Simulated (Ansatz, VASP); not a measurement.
## SrO: VASP beside Ansatz

```
CELL_PARAMETERS angstrom
3.82766 0.00000 0.00000
-1.91383 3.31485 0.00000
0.00000 0.00000 5.35791
ATOMIC_POSITIONS crystal
Sr 0.33333 0.66667 0.25000
Sr 0.66667 0.33333 0.75000
O 0.00000 0.00000 0.00000
O 0.00000 0.00000 0.50000
```

Alike in both runs: task single point; functional PBEsol; k mesh 9 × 9 × 4; occupations gaussian, width 0.05 eV; no spin polarisation.

```csv
,VASP,Ansatz
version,VASP 6.6.1,Ansatz 0.2.0
potentials or method,"VASP PAW PBE potentials, release 64 (Sr_sv, O), cutoff 520 eV","scalar-relativistic, plane waves, PAW"
valence electrons in the cell,32,32
```

|  | VASP | Ansatz | Ansatz less VASP |
| --- | --- | --- | --- |
| gap on the k mesh at the Fermi level (eV) | 1.00 | 1.00 | +0.003 |
| least direct gap on the mesh (eV) | 1.00 | 1.00 | +0.003 |
| pressure (GPa) | -0.5 | -1.0 | -0.56 |
| traceless stress, the component that is largest in VASP (GPa) | 23.98 | 24.06 | +0.079 |

VASP's potentials were made for PBE, not for PBEsol.
